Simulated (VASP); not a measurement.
PrOs2C: single point with PBE

Crystal: PrOs2C.

```
Pr Os C
1.0
     4.15144    0.00000    0.00000
    -2.07572    3.59526    0.00000
     0.00000    0.00000    4.99373
Pr Os C
1 2 1
Cartesian
  0.0000 0.0000 0.0000
  0.0000 2.3968 2.4969
  2.0757 1.1984 2.4969
  0.0000 0.0000 2.4969
```

The cell was generated, and may not be a known phase.

| Item | Value |
| --- | --- |
| Program | VASP 6.6.1 |
| Task | single point |
| Functional | PBE |
| Potentials or basis | VASP PAW PBE potentials, release 64 (Pr_3, Os, C), 4f in core |
| Cutoff | 600 eV |
| k mesh | 6 × 6 × 4 |
| Occupations | gaussian, width 0.1 eV |
| Spin | no spin polarisation |

The pressure is 0.1 GPa. The band gap on the k mesh is zero (an odd number of electrons rules out a gap without spin polarisation).

Stress tensor (GPa, compression positive):
```
-0.01  0.00  0.00
 0.00 -0.01  0.00
 0.00  0.00  0.35
```

Levels at points of the mesh, in eV from the Fermi level:
```csv
k point,band 11,band 12,band 13,band 14,band 15,band 16,band 17,band 18,band 19,band 20
"(0.00, 0.00, 0.00)",-3.02,-3.02,-2.09,-1.38,-1.07,-1.07,-0.53,1.43,1.43,3.27
"(0.50, 0.00, 0.00)",-2.81,-2.74,-2.52,-1.54,0.34,0.42,0.61,0.96,1.81,1.88
"(0.00, 0.00, 0.50)",-3.03,-2.98,-2.98,-1.98,-1.40,-0.40,-0.40,-0.18,2.58,2.58
"(0.50, 0.00, 0.50)",-2.90,-2.04,-1.88,-1.46,-1.33,0.40,0.41,0.45,0.46,2.26
```

Wall time 19 s on 1 thread of Intel(R) Xeon(R) 6975P-C (Granite Rapids), with other jobs on the host, peak memory 0.24 GiB.

Caveat: spin-orbit coupling is left out, which moves the levels of the heavy elements; the 4f electrons are frozen in the core, so they carry no moment and show no levels. Spin polarisation is off, so any magnetic state and its effect on volume and gap are missing.
